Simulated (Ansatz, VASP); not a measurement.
## Two plane-wave programs on SrCl2

```xyz
3
Lattice="0.0000 3.4977 3.4977 3.4977 0.0000 3.4977 3.4977 3.4977 0.0000" Properties=species:S:1:pos:R:3 pbc="T T T"
Sr    0.0000    0.0000    0.0000
Cl    5.2465    5.2465    5.2465
Cl    1.7488    1.7488    1.7488
```

Alike in both runs: task single point; functional PBE; k mesh 6 × 6 × 6; non-collinear spin, spin-orbit coupling.

|  | VASP | Ansatz |
| --- | --- | --- |
| version | VASP 6.6.1 | Ansatz 0.2.0 |
| potentials or method | VASP PAW PBE potentials, release 64 (Sr_sv, Cl) | plane waves, PAW |
| plane-wave cutoff (eV) | 520 | 420 |
| occupations | gaussian, width 0.01 eV | fixed |
| valence electrons in the cell | 24 | 24 |

|  | VASP | Ansatz | Ansatz less VASP |
| --- | --- | --- | --- |
| pressure (GPa) | 0.8 | 0.7 | -0.08 |
| net moment per atom (μB) | 0.00 | 0.00 | 0.000 |
